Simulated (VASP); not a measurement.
A run of VASP 6.6.1:

Contents of INCAR:

```
SYSTEM = Rh
PREC = Accurate ; ENCUT = 520
EDIFF = 1E-7 ; ISMEAR = 0
SIGMA = 0.1 ; LREAL = .False.
LASPH = .True. ; NELM = 60
ALGO = Normal ; ISIF = 2
LWAVE = .False. ; LCHARG = .False.
GGA = PE ; NBANDS = 14
```

The input KPOINTS:

```
regular mesh
0
Gamma
  24 24 24
  0 0 0
```

File POSCAR:

```
Rh
1.0
    0.0000000000      1.8555078617      1.8555078617
    1.8555078617      0.0000000000      1.8555078617
    1.8555078617      1.8555078617      0.0000000000
Rh
1
Direct
    0.0000000000      0.0000000000      0.0000000000
```

Potentials or basis: VASP PAW PBE potentials, release 64 (Rh_pv).

Launch:

```bash
$ cat potpaw_PBE.64/Rh_pv/POTCAR > POTCAR
$ mpirun -np 1 vasp_std > vasp.out
```

Hardware: 1 thread of Intel Xeon 8259CL, on a shared host.

Question: How long does it take, and how much memory?

Answer: It took 84 s on 1 thread of Intel Xeon 8259CL, on a shared host, peak memory 0.18 GiB. Counts: scf iterations 12, k points 413.
